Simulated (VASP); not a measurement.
A run of VASP 6.6.1:

File INCAR:

```
  PREC = Accurate
  ENCUT = 520
  EDIFF = 1E-7
  ISMEAR = 0
  SIGMA = 0.01
  LREAL = False
  LASPH = True
  NELM = 60
  ALGO = Normal
  ISIF = 2
  LWAVE = False
  LCHARG = False
  GGA = PE
  NBANDS = 20
```

Contents of KPOINTS:

```
regular mesh
0
Gamma
  6 6 4
```

Contents of POSCAR:

```
SnSe2
1.0
    3.8251525338      0.0000000000      0.0000000000
   -1.9125762669      3.3126792677      0.0000000000
    0.0000000000      0.0000000000      6.2269106160
Sn Se
1 2
Direct
    0.0000000000      0.0000000000      0.0000000000
    0.6666666667      0.3333333333      0.7469206687
    0.3333333333      0.6666666667      0.2530793313
```

Potentials or basis: VASP PAW PBE potentials, release 64 (Sn_d, Se).

Launch:

```bash
$ cat potpaw_PBE.64/Sn_d/POTCAR potpaw_PBE.64/Se/POTCAR > POTCAR
$ mpirun -np 1 vasp_std > vasp.out
```

Hardware: 1 thread of Intel(R) Xeon(R) Platinum 8488C (Sapphire Rapids) (shared host).

Question: Estimate the wall time of this run.

Answer: Run time: 30 s on 1 thread of Intel(R) Xeon(R) Platinum 8488C (Sapphire Rapids) (shared host), peak memory 0.2 GiB. Counts: scf iterations 15, k points 24.
